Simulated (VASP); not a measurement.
# TaO (P6/mmm) in VASP: notebook

Runs on TaO. Level: PBE. Tasks: single point.

Everything below comes from runs of VASP 6.6.1. Logs are shortened: lines on timing, memory, paths and dates and some standing lists are left out, and cuts for length are marked.

**1. The cell of the first run**

Symmetry: P6/mmm, No. 191, hexagonal system. Conventional cell: a = 3.047 Å, b = 3.047 Å, c = 3.855 Å, α = 90.00°, β = 90.00°, γ = 120.00°. Within 2.6 Å of Ta (site symmetry 6/mmm) lie 2 O at 1.93 Å. O (site symmetry 6/mmm) has 2 Ta at 1.93 Å within 2.6 Å.

**2. Single point, PBE**

The input, INCAR:

```
SYSTEM = TaO
  ALGO = Normal
  EDIFF = 1E-6
  ENCUT = 600
  GGA = PE
  GGA_COMPAT = .FALSE.
  ISIF = 2
  ISMEAR = 0
  LASPH = .TRUE.
  LCHARG = .TRUE.
  LELF = .TRUE.
  LREAL = .FALSE.
  LVHAR = .TRUE.
  LWAVE = .FALSE.
  NBANDS = 16
  NELM = 120
  PREC = Accurate
  SIGMA = 0.1
```

The input, KPOINTS:

```
k-points
0
G
  9 9 4
  0 0 0
```

The input, POSCAR:

```
TaO
1.0
    3.0472832248      0.0000000035      0.0000000000
   -1.5236416154      2.6390246834      0.0000000000
    0.0000000000      0.0000000000      3.8549362674
Ta O
1 1
Direct
    0.0000000000      0.0000000000      0.5000000000
    0.0000000000      0.0000000000      0.0000000000
```

Potentials or basis: VASP PAW PBE potentials, release 64 (Ta_sv_GW, O).

On the command line:

```sh
> cat potpaw_PBE.64/Ta_sv_GW/POTCAR potpaw_PBE.64/O/POTCAR > POTCAR
> mpirun -np 1 vasp_std > vasp.out
```

OUTCAR:

```text
SYSTEM = TaO
   EDIFF = 1E-6
   ENCUT = 600
   GGA = PE
   ISIF = 2
   ISMEAR = 0
   LASPH = .TRUE.
   LREAL = .FALSE.
   NELM = 120
   PREC = Accurate

 ion  position               nearest neighbor table
   1  0.000  0.000  0.500-   2 1.93   2 1.93
   2  0.000  0.000  0.000-   1 1.93   1 1.93

  LATTYP: Found a hexagonal cell.
 ALAT       =     3.0472832248
 C/A-ratio  =     1.2650403599

  Lattice vectors:

 A1 = (   3.0472832248,   0.0000000035,   0.0000000000)
 A2 = (  -1.5236416154,   2.6390246834,   0.0000000000)
 A3 = (   0.0000000000,   0.0000000000,   3.8549362674)

Analysis of symmetry for initial positions (statically):
=====================================================================
 Subroutine PRICEL returns:
 Original cell was already a primitive cell.

 Routine SETGRP: Setting up the symmetry group for a
 hexagonal supercell.

 Subroutine GETGRP returns: Found 24 space group operations
 (whereof 24 operations were pure point group operations)
 out of a pool of 24 trial point group operations.

The static configuration has the point symmetry D_6h.

Analysis of symmetry for dynamics (positions and initial velocities):
=====================================================================
 Subroutine PRICEL returns:
 Original cell was already a primitive cell.

 Routine SETGRP: Setting up the symmetry group for a
 hexagonal supercell.

 Subroutine GETGRP returns: Found 24 space group operations
 (whereof 24 operations were pure point group operations)
 out of a pool of 24 trial point group operations.

The dynamic configuration has the point symmetry D_6h.

 Subroutine INISYM returns: Found 24 space group operations
 (whereof 24 operations are pure point group operations),
 and found     1 'primitive' translations

----------------------------------------------------------------------------------------

                                     Primitive cell

  volume of cell :      31.0008

  direct lattice vectors                    reciprocal lattice vectors
     3.047283225  0.000000003  0.000000000     0.328161160  0.189463935  0.000000000
    -1.523641615  2.639024683  0.000000000    -0.000000000  0.378927869  0.000000000
     0.000000000  0.000000000  3.854936267     0.000000000  0.000000000  0.259407661

  length of vectors
     3.047283225  3.047283225  3.854936267     0.378927869  0.378927869  0.259407661

  position of ions in fractional coordinates (direct lattice)
     0.000000000  0.000000000  0.500000000
     0.000000000  0.000000000  0.000000000

  ion indices of the primitive-cell ions
   primitive index   ion index
                 1           1
                 2           2

----------------------------------------------------------------------------------------

 KPOINTS: k-points

Automatic generation of k-mesh.
 Grid dimensions read from file:
 generate k-points for:    9    9    4

 Generating k-lattice:

  Cartesian coordinates                     Fractional coordinates (reciprocal lattice)
     0.036462351  0.021051548  0.000000000     0.111111111  0.000000000  0.000000000
    -0.000000000  0.042103097  0.000000000    -0.000000000  0.111111111  0.000000000
     0.000000000  0.000000000  0.064851915     0.000000000  0.000000000  0.250000000

  Length of vectors
     0.042103097  0.042103097  0.064851915

  Shift w.r.t. Gamma in fractional coordinates (k-lattice)
     0.000000000  0.000000000  0.000000000

 Subroutine IBZKPT returns following result:
 ===========================================

 Found     36 irreducible k-points:

 Following reciprocal coordinates:
            Coordinates               Weight
  0.000000  0.000000  0.000000      1.000000
  0.111111  0.000000  0.000000      6.000000
  0.222222  0.000000  0.000000      6.000000
  0.333333 -0.000000  0.000000      6.000000
  0.444444  0.000000  0.000000      6.000000
  0.111111  0.111111  0.000000      6.000000
[... 16 lines left out ...]
  0.333333  0.222222  0.250000     24.000000
  0.333333  0.333333  0.250000      4.000000
 [... further k-points ...]
   k-points           NKPTS =     36   k-points in BZ     NKDIM =     36   number of bands    NBANDS=     16
   number of dos      NEDOS =    301   number of ions     NIONS =      2
   total plane-waves  NPLWV =  18432
   dimension x,y,z NGX =    24 NGY =   24 NGZ =   32
   dimension x,y,z NGXF=    48 NGYF=   48 NGZF=   64
   ions per type =               1   1
   NGX,Y,Z   is equivalent  to a cutoff of  13.09, 13.09, 13.80 a.u.
   NGXF,Y,Z  is equivalent  to a cutoff of  26.19, 26.19, 27.60 a.u.
 SYSTEM =  TaO
   PREC   = accura    normal or accurate (medium, high low for compatibility)
   ISTART =      0    job   : 0-new  1-cont  2-samecut
   ICHARG =      2    charge: 1-file 2-atom 10-const
   ISPIN  =      1    spin polarized calculation?
   LNONCOLLINEAR =      F non collinear calculations
   LSORBIT =      F    spin-orbit coupling
   LASPH  =      T    aspherical Exc in radial PAW
   ENCUT  =  600.0 eV  44.10 Ry    6.64 a.u.   6.09  6.09  7.70*2*pi/ulx,y,z
   NELM   =    120;   NELMIN=  2; NELMDL= -5     # of ELM steps
   EDIFF  = 0.1E-05   stopping-criterion for ELM
   LREAL  =      F    real-space projection
   EDIFFG = 0.1E-04   stopping-criterion for IOM
   NSW    =      0    number of steps for IOM
   IBRION =     -1    ionic relax: 0-MD 1-quasi-New 2-CG
   NFREE  =      0    steps in history (QN), initial steepest desc. (CG)
   ISIF   =      2    stress and relaxation
   ISYM   =      2    0-nonsym 1-usesym 2-fastsym
   POTIM  = 0.5000    time-step for ionic-motion
   TEBEG  =    0.0;   TEEND  =   0.0 temperature during run
   PSTRESS=    0.0 pullay stress
   NELECT =      19.0000    total number of electrons
   NUPDOWN=      -1.0000    fix difference up-down
   EMIN   =  10.00;   EMAX   =-10.00  energy-range for DOS
   EFERMI =   0.00;   METHOD = LEGACY
   ISMEAR =     0;   SIGMA  =   0.10  broadening in eV -4-tet -1-fermi 0-gaus
   EFERMI_NEDOS =   21; number of points for ismear=-14 and -15
   IALGO  =     38    algorithm
   IMIX   =      4    mixing-type and parameters
     AMIX     =   0.40;   BMIX     =  1.00
     AMIX_MAG =   1.60;   BMIX_MAG =  1.00
  volume/ion in A,a.u.               =      15.50       104.60
  Fermi-wavevector in a.u.,A,eV,Ry     =   1.390598  2.627849 26.310433  1.933762
  Thomas-Fermi vector in A             =   2.514518
   LORBIT       =      0    0 simple, 1 ext, 2 COOP (PROOUT), +10 PAW based schemes
   GGA     = PE    functional components
   LHFCALC =     F    Hartree Fock is set to
   AEXX    =    0.0000 exact exchange contribution
   IVDW    =     0    specifies the selected vdW correction
   LEPSILON=     F    determine dielectric tensor
   LRPA    =     F    only Hartree local field effects (RPA)
 non-spin polarized calculation
 Gauss-broadening in eV      SIGMA  =   0.10
  energy-cutoff  :      600.00
  volume of cell :       31.00
 maximum number of plane-waves:      1050
   NGX = 13   NGY = 13   NGZ = 15

 number of electron      19.0000001 magnetization

 Free energy of the ion-electron system (eV)
  ---------------------------------------------------
  ext. energy  EPLUGINS =         0.00000000
  ---------------------------------------------------
  free energy    TOTEN  =       -22.08304003 eV

  energy without entropy =      -22.08113355  energy(sigma->0) =      -22.08208679

 E-fermi :   6.6499     XC(G=0): -11.3228

 val. band max:        6.5096269029   @ k =   0.2222   0.0000   0.0000
 cond. band min:       6.7046201754   @ k =   0.2222   0.2222   0.0000
 fundamental gap:      0.1949932725
 Fermi energy:         6.6499418337

 k-point     1 :       0.0000    0.0000    0.0000
  band No.  band energies     occupation
      1     -61.5731      2.00000
      2     -28.2637      2.00000
      3     -27.6399      2.00000
      4     -27.6399      2.00000
      5     -12.7768      2.00000
      6       1.3033      2.00000
[... 8 lines left out ...]
     15      14.5913      0.00000
     16      18.1703      0.00000

 k-point     2 :       0.1111    0.0000    0.0000
  band No.  band energies     occupation
      1     -61.5681      2.00000
      2     -28.2540      2.00000
      3     -27.7147      2.00000
      4     -27.6573      2.00000
      5     -12.7240      2.00000
      6       1.6171      2.00000
[... 8 lines left out ...]
     15      15.6080      0.00000
     16      18.4616      0.00000

 k-point     3 :       0.2222    0.0000    0.0000
  band No.  band energies     occupation
      1     -61.5554      2.00000
      2     -28.2296      2.00000
      3     -27.9006      2.00000
      4     -27.7012      2.00000
      5     -12.5882      2.00000
      6       2.1260      2.00000
[... 8 lines left out ...]
     15      17.5375      0.00000
     16      19.2175      0.00000

 k-point     4 :       0.3333   -0.0000    0.0000
  band No.  band energies     occupation
      1     -61.5409      2.00000
      2     -28.2016      2.00000
      3     -28.1059      2.00000
      4     -27.7506      2.00000
      5     -12.4293      2.00000
      6       2.0825      2.00000
[... 8 lines left out ...]
     15      19.0039      0.00000
     16      19.0281      0.00000

 k-point     5 :       0.4444    0.0000    0.0000
  band No.  band energies     occupation
      1     -61.5314      2.00000
      2     -28.2366      2.00000
      3     -28.1833      2.00000
      4     -27.7826      2.00000
      5     -12.3226      2.00000
      6       1.8687      2.00000
[... 8 lines left out ...]
     15      16.9520      0.00000
     16      19.4067      0.00000

 k-point     6 :       0.1111    0.1111    0.0000
  band No.  band energies     occupation
      1     -61.5592      2.00000
      2     -28.2370      2.00000
      3     -27.8382      2.00000
      4     -27.6948      2.00000
      5     -12.6297      2.00000
      6       2.0382      2.00000
[... 8 lines left out ...]
     15      17.0713      0.00000
     16      19.0129      0.00000
[... 267 lines left out ...]
 k-point    21 :       0.4444    0.1111    0.2500
  band No.  band energies     occupation
      1     -61.5283      2.00000
      2     -28.2544      2.00000
      3     -28.2277      2.00000
      4     -27.8308      2.00000
      5     -11.5904      2.00000
      6       1.1155      2.00000
[... 8 lines left out ...]
     15      16.7123      0.00000
     16      19.3340      0.00000

 k-point    22 :       0.2222    0.2222    0.2500
  band No.  band energies     occupation
      1     -61.5339      2.00000
      2     -28.2661      2.00000
      3     -28.1124      2.00000
      4     -27.8522      2.00000
      5     -11.6530      2.00000
      6       1.2933      2.00000
[... 8 lines left out ...]
     15      18.1430      0.00000
     16      19.1685      0.00000

 k-point    23 :       0.3333    0.2222    0.2500
  band No.  band energies     occupation
      1     -61.5267      2.00000
      2     -28.2510      2.00000
      3     -28.1583      2.00000
      4     -27.9332      2.00000
      5     -11.5731      2.00000
      6       1.3611      2.00000
[... 8 lines left out ...]
     15      17.9353      0.00000
     16      18.9389      0.00000

 k-point    24 :       0.3333    0.3333    0.2500
  band No.  band energies     occupation
      1     -61.5242      2.00000
      2     -28.2458      2.00000
      3     -28.0686      2.00000
      4     -28.0686      2.00000
      5     -11.5454      2.00000
      6       1.4210      2.00000
[... 8 lines left out ...]
     15      16.8862      0.00000
     16      18.6346      0.00000

 [... further k-points ...]
[... 5 lines left out ...]
  --------------------------------------------------------------------------------------
  -------------------------------------------------------------------------------------
  Total       -0.0744737     -0.0744737      0.0693143     -0.0000000     -0.0000000     -0.0000000
  in kB       -3.8489327     -3.8489327      3.5822852     -0.0000000     -0.0000000     -0.0000000
  external PRESSURE =      -1.3718601 kB  Pullay stress =       0.0000000 kB

 VOLUME and BASIS-vectors are now :
 -----------------------------------------------------------------------------
  energy-cutoff  :      600.00
  volume of cell :       31.00
      direct lattice vectors                 reciprocal lattice vectors
     3.047283225  0.000000003  0.000000000     0.328161160  0.189463935  0.000000000
    -1.523641615  2.639024683  0.000000000    -0.000000000  0.378927869  0.000000000
     0.000000000  0.000000000  3.854936267     0.000000000  0.000000000  0.259407661

 POSITION                                       TOTAL-FORCE (eV/Angst)
 -----------------------------------------------------------------------------------
      0.00000      0.00000      1.92747        -0.000000      0.000000      0.000000
      0.00000      0.00000      0.00000         0.000000      0.000000      0.000000
 -----------------------------------------------------------------------------------
    total drift:                                0.000000     -0.000000      0.000000

  FREE ENERGIE OF THE ION-ELECTRON SYSTEM (eV)
  ---------------------------------------------------
  free  energy   TOTEN  =       -22.0830400265 eV

  energy  without entropy=      -22.0811335459  energy(sigma->0) =      -22.08208679
```

Run time: 9.8 s. Hardware: 1 thread of AMD EPYC 9R45 (Zen 5), shared host; peak memory 0.14 GiB.

What came out:

```yaml
Free_energy: -22.0830 eV
Pressure: -0.1 GPa
```

Levels at points of the mesh, in eV from the Fermi level:
```
           k point  band 7  band 8  band 9  band 10  band 11  band 12
(0.00, 0.00, 0.00)   -3.42   -2.27   -2.27     0.58     0.58     3.22
(0.00, 0.00, 0.50)   -4.99   -3.30   -3.30     0.67     0.67     4.12
```

Caveat: the k points lie up to 0.41 Å⁻¹ apart; spin-orbit coupling is left out, which moves the levels of the heavy elements; an odd number of electrons without spin polarisation forces a metal; a magnetic or distorted state may lie lower.

[end of part 1 of 2]
